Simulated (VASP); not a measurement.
The system is ZnSe.

```
CELL_PARAMETERS angstrom
0.00000 2.65876 2.65876
2.65876 0.00000 2.65876
2.65876 2.65876 0.00000
ATOMIC_POSITIONS crystal
Zn 0.00000 0.00000 0.00000
Se 0.50000 0.50000 0.50000
```

Base run:

```yaml
Program: VASP 6.6.1
Functional: r2SCAN
Potentials_or_basis: VASP PAW PBE potentials, release 64 (Zn, Se)
Cutoff: 520 eV
k_mesh: 6 × 6 × 6
Occupations: fermi-dirac, width 0.02 eV
Spin: no spin polarisation
```

Its results: band gap on the k mesh zero (band 9 reaches 3.14 eV, above the bottom of band 10 at 2.48 eV); pressure 0.3 GPa.

**Question.** The run is repeated on the same cell with these changes: functional from r2SCAN to PBE; further incar settings from ALGO = Normal; EDIFF = 1e-06; NBANDS = 16 to ALGO = Normal; EDIFF = 1e-07; NBANDS = 16. What comes out?

**Answer.** Band gap on the k mesh zero (band 9 reaches 3.44 eV, above the bottom of band 10 at 2.34 eV); pressure 2.5 GPa.

Caveats: the PAW data sets were made with another functional, which shifts forces and pressure a little (some runs).
